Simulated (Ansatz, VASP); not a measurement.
## Two plane-wave programs on In

```
CELL_PARAMETERS angstrom
3.08779 0.00000 0.00000
0.00000 3.08779 0.00000
0.00000 0.00000 3.08779
ATOMIC_POSITIONS crystal
In 0.00000 0.00000 0.00000
```

Alike in both runs: functional PBE; k mesh 14 × 14 × 14; occupations gaussian, width 0.1 eV; no spin polarisation.

Ansatz relaxed the structure, and its values are those at the end. VASP's run is a single point on that final structure, the one shown.

|  | VASP | Ansatz |
| --- | --- | --- |
| version | VASP 6.6.1 | Ansatz 0.2.0 |
| potentials or method | VASP PAW PBE potentials, release 64 (In_d), cutoff 520 eV | scalar-relativistic, plane waves, PAW |
| valence electrons in the cell | 13 | 13 |

```tsv
	VASP	Ansatz	Ansatz less VASP
gap on the k mesh at the Fermi level (eV)	none	none	-
pressure (GPa)	0.0	0.0	-0.02
```

A gap of «none» marks a metal or a gap that the smearing closes.
